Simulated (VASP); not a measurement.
Runs of VASP 6.6.1 on SiC. The structure is that of space group P3m1 (No. 156), or close to it. The cells are those of the table. 

```csv
cell,gap on the mesh (eV),pressure (GPa),largest force (eV/Å)
"a = 3.097, b = 3.097, c = 18.172 Å, angles 90.0, 90.0, 60.0°, 12 atoms",none,-0.7,2.75
"a = 3.097, b = 3.097, c = 17.172 Å, angles 90.0, 90.0, 60.0°, 12 atoms",none,-1.5,2.86
"a = 3.097, b = 3.097, c = 14.872 Å, angles 90.0, 90.0, 60.0°, 12 atoms",(b),(a),9.36
"a = 3.097, b = 3.097, c = 21.172 Å, angles 90.0, 90.0, 60.0°, 12 atoms",none,-0.2,2.79
```

Alike in all rows: task single point; level PBE; potentials or basis VASP PAW PBE potentials, release 64 (Si, C); no spin polarisation; k mesh 10 × 10 × 2; cutoff (eV) 520; smearing gaussian 0.05 eV.

Fill in the values left out.

(a) 7.3; (b) 1.02.

Caveats: forces of over 1 eV/Å act on the atoms, so gaps and moduli don't describe the material at rest; semilocal functionals underestimate gaps, so a narrow gap can read as zero (at least some runs); the cell stands under pressure (at least some runs).

A k mesh can miss the band edges.

A gap of «none» marks levels without a gap at the run's occupations.
